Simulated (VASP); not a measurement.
# LiH (P6_3/mmc) in VASP: further runs, part 2 of 2

VASP 6.6.1. The steps go on from the part before.

**4. Single point, HSE06**

Input file POSCAR:

```
LiH
1.0
    3.2548234149      0.0000000000      0.0000000000
   -1.6274117074      2.8187597621      0.0000000000
    0.0000000000      0.0000000000      4.0690682547
Li H
2 2
Direct
    0.3333333333      0.6666666667      0.2500000000
    0.6666666667      0.3333333333      0.7500000000
    0.6666666667      0.3333333333      0.2500000000
    0.3333333333      0.6666666667      0.7500000000
```

Input file INCAR.step1:

```
PREC = Accurate
ENCUT = 520
EDIFF = 1E-5
ISMEAR = 0
SIGMA = 0.01
LREAL = F
LASPH = T
NELM = 100
ALGO = Normal
ISIF = 2
LWAVE = T
LCHARG = F
NBANDS = 12
GGA = PE
```

Input file INCAR.step2:

```
PREC = Accurate
ENCUT = 520
EDIFF = 1E-6
ISMEAR = 0
SIGMA = 0.01
LREAL = F
LASPH = T
NELM = 100
ALGO = Normal
ISIF = 2
LWAVE = F
LCHARG = F
GGA = PE
LHFCALC = T
HFSCREEN = 0.2079
PRECFOCK = Normal
NBANDS = 12
ISTART = 1
```

Input file KPOINTS:

```
regular mesh
0
Gamma
  6 6 4
```

Potentials or basis: VASP PAW PBE potentials, release 64 (Li_sv, H).

On the command line:

```
$ cat potpaw_PBE.64/Li_sv/POTCAR potpaw_PBE.64/H/POTCAR > POTCAR
$ cp INCAR.step1 INCAR
$ mpirun -np 1 vasp_std > vasp.out
$ cp INCAR.step2 INCAR
$ mpirun -np 1 vasp_std > vasp.out
```

OUTCAR:

```text
PREC = Accurate
   ENCUT = 520
   EDIFF = 1E-6
   ISMEAR = 0
   LREAL = F
   LASPH = T
   NELM = 100
   ISIF = 2
   GGA = PE
   LHFCALC = T
   HFSCREEN = 0.2079
   PRECFOCK = Normal
   ISTART = 1

 ion  position               nearest neighbor table
   1  0.333  0.667  0.250-
   2  0.667  0.333  0.750-
   3  0.667  0.333  0.250-
   4  0.333  0.667  0.750-

  LATTYP: Found a hexagonal cell.
 ALAT       =     3.2548234149
 C/A-ratio  =     1.2501655961

  Lattice vectors:

 A1 = (   3.2548234149,   0.0000000000,   0.0000000000)
 A2 = (  -1.6274117074,   2.8187597621,   0.0000000000)
 A3 = (   0.0000000000,   0.0000000000,   4.0690682547)

Analysis of symmetry for initial positions (statically):
=====================================================================
 Subroutine PRICEL returns:
 Original cell was already a primitive cell.

 Routine SETGRP: Setting up the symmetry group for a
 hexagonal supercell.

 Subroutine GETGRP returns: Found 24 space group operations
 (whereof 12 operations were pure point group operations)
 out of a pool of 24 trial point group operations.

The static configuration has the point symmetry D_3d.
 The point group associated with its full space group is D_6h.

Analysis of symmetry for dynamics (positions and initial velocities):
=====================================================================
 Subroutine PRICEL returns:
 Original cell was already a primitive cell.

 Routine SETGRP: Setting up the symmetry group for a
 hexagonal supercell.

 Subroutine GETGRP returns: Found 24 space group operations
 (whereof 12 operations were pure point group operations)
[... 135 lines left out ...]
   AEXX    =    0.2500 exact exchange contribution
   HFSCREEN=    0.2079 screening length (either q_TF or 0.3 A-1)
   HFSCREENC=   0.2079 screening length for correlation (either q_TF or 0.3 A-1)
   ENCUTFOCK=  -1.0 apply spherical cutoff to Coloumb kernel
   IVDW    =     0    specifies the selected vdW correction
   LEPSILON=     F    determine dielectric tensor
   LRPA    =     F    only Hartree local field effects (RPA)
 non-spin polarized calculation
 Gauss-broadening in eV      SIGMA  =   0.01
  energy-cutoff  :      520.00
  volume of cell :       37.33
 maximum number of plane-waves:      1038
  NGX = 20; NGY = 20; NGZ = 24

 number of electron       8.0000006 magnetization

 Free energy of the ion-electron system (eV)
  ---------------------------------------------------
  ext. energy  EPLUGINS =         0.00000000
  ---------------------------------------------------
  free energy    TOTEN  =       -13.46916453 eV

  energy without entropy =      -13.46916453  energy(sigma->0) =      -13.46916453

 E-fermi :  -0.7415     XC(G=0):  -6.6283

 val. band max:       -0.8301544736   @ k =   0.0000   0.0000   0.0000
 cond. band min:       1.9055595919   @ k =   0.3333   0.3333   0.0000
 fundamental gap:      2.7357140655
 Fermi energy:        -0.7415068577

 k-point     1 :       0.0000    0.0000    0.0000
  band No.  band energies     occupation
      1     -48.4644      2.00000
      2     -48.4039      2.00000
      3      -6.6469      2.00000
      4      -0.8302      2.00000
      5       3.2203      0.00000
      6      11.2174      0.00000
      7      11.2174      0.00000
      8      11.9224      0.00000
      9      13.8925      0.00000
     10      13.8925      0.00000
     11      15.6973      0.00000
     12      18.4895      0.00000
[... 286 lines left out ...]
 k-point    21 :       0.3333    0.3333    0.5000
  band No.  band energies     occupation
      1     -48.4231      2.00000
      2     -48.4231      2.00000
      3      -3.1767      2.00000
      4      -3.1767      2.00000
      5       4.2499      0.00000
      6       4.2499      0.00000
      7       7.3843      0.00000
      8       7.3843      0.00000
      9      15.7191      0.00000
     10      15.7191      0.00000
     11      18.4349      0.00000
     12      18.4349      0.00000

------------------------ aborting loop because EDIFF is reached ----------------------------------------

  FORCE on cell =-STRESS in cart. coord.  units (eV):
  Direction    XX          YY          ZZ          XY          YZ          ZX
  --------------------------------------------------------------------------------------
  -------------------------------------------------------------------------------------
  Total       -0.0997040     -0.0997040     -0.1111209     -0.0000000      0.0000000      0.0000000
  in kB       -4.2790058     -4.2790058     -4.7689829     -0.0000000      0.0000000      0.0000000
  external PRESSURE =      -4.4423315 kB  Pullay stress =       0.0000000 kB

 VOLUME and BASIS-vectors are now :
 -----------------------------------------------------------------------------
  energy-cutoff  :      520.00
  volume of cell :       37.33
      direct lattice vectors                 reciprocal lattice vectors
     3.254823415  0.000000000  0.000000000     0.307236330  0.177382978  0.000000000
    -1.627411707  2.818759762  0.000000000     0.000000000  0.354765955  0.000000000
     0.000000000  0.000000000  4.069068255     0.000000000  0.000000000  0.245756507

 POSITION                                       TOTAL-FORCE (eV/Angst)
 -----------------------------------------------------------------------------------
     -0.00000      1.87917      1.01727        -0.000000      0.000000     -0.000000
      1.62741      0.93959      3.05180         0.000000      0.000000     -0.000000
      1.62741      0.93959      1.01727        -0.000000     -0.000000      0.000000
     -0.00000      1.87917      3.05180        -0.000000     -0.000000      0.000000
 -----------------------------------------------------------------------------------
    total drift:                               -0.000000      0.000000      0.000000

  FREE ENERGIE OF THE ION-ELECTRON SYSTEM (eV)
  ---------------------------------------------------
  free  energy   TOTEN  =       -13.4691645325 eV

  energy  without entropy=      -13.4691645325  energy(sigma->0) =      -13.46916453
```

OUTCAR.step1:

```text
PREC = Accurate
   ENCUT = 520
   EDIFF = 1E-5
   ISMEAR = 0
   LREAL = F
[... 540 lines left out ...]
     -0.00000      1.87917      1.01727         0.000000     -0.000000      0.000000
      1.62741      0.93959      3.05180        -0.000000      0.000000      0.000000
      1.62741      0.93959      1.01727        -0.000000      0.000000      0.000000
     -0.00000      1.87917      3.05180        -0.000000      0.000000      0.000000
 -----------------------------------------------------------------------------------
    total drift:                                0.000000     -0.000000      0.000000

  FREE ENERGIE OF THE ION-ELECTRON SYSTEM (eV)
  ---------------------------------------------------
  free  energy   TOTEN  =       -12.1595206201 eV

  energy  without entropy=      -12.1595206201  energy(sigma->0) =      -12.15952062
```

OSZICAR.step1:

```text
N       E                     dE             d eps       ncg     rms          rms(c)
DAV:   1     0.230771838906E+02    0.23077E+02   -0.40503E+03   504   0.652E+02
DAV:   2    -0.791157060178E+01   -0.30989E+02   -0.30485E+02   612   0.155E+02
DAV:   3    -0.127921953051E+02   -0.48806E+01   -0.48502E+01   960   0.395E+01
DAV:   4    -0.128322829472E+02   -0.40088E-01   -0.40084E-01   608   0.534E+00
DAV:   5    -0.128327086368E+02   -0.42569E-03   -0.42568E-03   720   0.452E-01    0.454E+00
DAV:   6    -0.123069682056E+02    0.52574E+00   -0.32456E-01   608   0.206E+00    0.224E+00
DAV:   7    -0.121491368903E+02    0.15783E+00   -0.42810E-01   608   0.261E+00    0.408E-01
DAV:   8    -0.121599422238E+02   -0.10805E-01   -0.29181E-02   620   0.980E-01    0.131E-01
DAV:   9    -0.121595197377E+02    0.42249E-03   -0.86529E-04   680   0.143E-01    0.279E-02
DAV:  10    -0.121595300577E+02   -0.10320E-04   -0.94705E-05   612   0.633E-02    0.185E-02
DAV:  11    -0.121595206201E+02    0.94376E-05   -0.98260E-06   456   0.182E-02
   1 F= -.12159521E+02 E0= -.12159521E+02  d E =-.132441E-43
```

Run time: 6.5 min. Hardware: 1 thread of AMD EPYC 7R43 (Zen 3), shared host; peak memory 0.22 GiB.

What came out:

```yaml
Free_energy: -13.4692 eV
Band_gap_on_the_k_mesh: 2.74 eV (least direct gap 4.05 eV)
```

Caveat: the cutoff is under 1.25 times the usual one of these potentials, so pressure, stress and relaxed cells hold a basis-set (Pulay) error; the PAW data sets were made with another functional, which shifts forces and pressure a little. A k mesh can miss the band edges.

**5. Overview**

```tsv
level	k mesh	grid for exact exchange (PRECFOCK)	share of exact exchange	screening parameter	gap on the mesh (eV)
PBE	9 × 9 × 6	-	-	-	1.83
r2SCAN	9 × 9 × 6	-	-	-	2.30
HSE06	6 × 6 × 4	Normal	0.25	0.2079 1/Å	2.74
```

Alike in all rows: task single point; potentials or basis VASP PAW PBE potentials, release 64 (Li_sv, H); no spin polarisation; cell as given; cutoff (eV) 520; smearing gaussian 0.01 eV.

On the cell as given the gap runs from 1.83 eV (PBE) to 2.74 eV (HSE06); the meshes differ, which moves gaps too.

Caveats: the cutoff is under 1.25 times the usual one of these potentials, so pressure, stress and relaxed cells hold a basis-set (Pulay) error; the PAW data sets were made with another functional, which shifts forces and pressure a little (at least some runs).

Total energies depend on the potentials used, so only differences within one code and one set of settings carry meaning.
